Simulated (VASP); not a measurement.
Runs of VASP 6.6.1 on Sb. The structure is cubic, space group Im-3m (No. 229). Conventional cell: a = 3.450 Å, b = 3.450 Å, c = 3.450 Å, α = 90.00°, β = 90.00°, γ = 90.00°. Sb (site symmetry m-3m) has 14 Sb at 2.99 to 3.45 Å within 3.9 Å. 

```tsv
k mesh	gap on the mesh (eV)	pressure (GPa)
8 × 8 × 8	none	26.4
5 × 5 × 5	none	25.7
4 × 4 × 4	none	(b)
6 × 6 × 6	none	25.1
7 × 7 × 7	none	(a)
```

Alike in all rows: task single point; level LDA; potentials or basis VASP PAW LDA potentials, release 64 (Sb); no spin polarisation; cell as given; cutoff (eV) 520; smearing fermi-dirac 0.1 eV.

Task: Estimate the missing entries.

Result: (a) 25.3; (b) 23.0.

Caveats: some runs use coarse meshes; spin-orbit coupling is left out, which moves the levels of the heavy elements.

A k mesh can miss the band edges, and the runs leave out spin-orbit coupling on Sb.

A gap of «none» marks levels without a gap at the run's occupations.
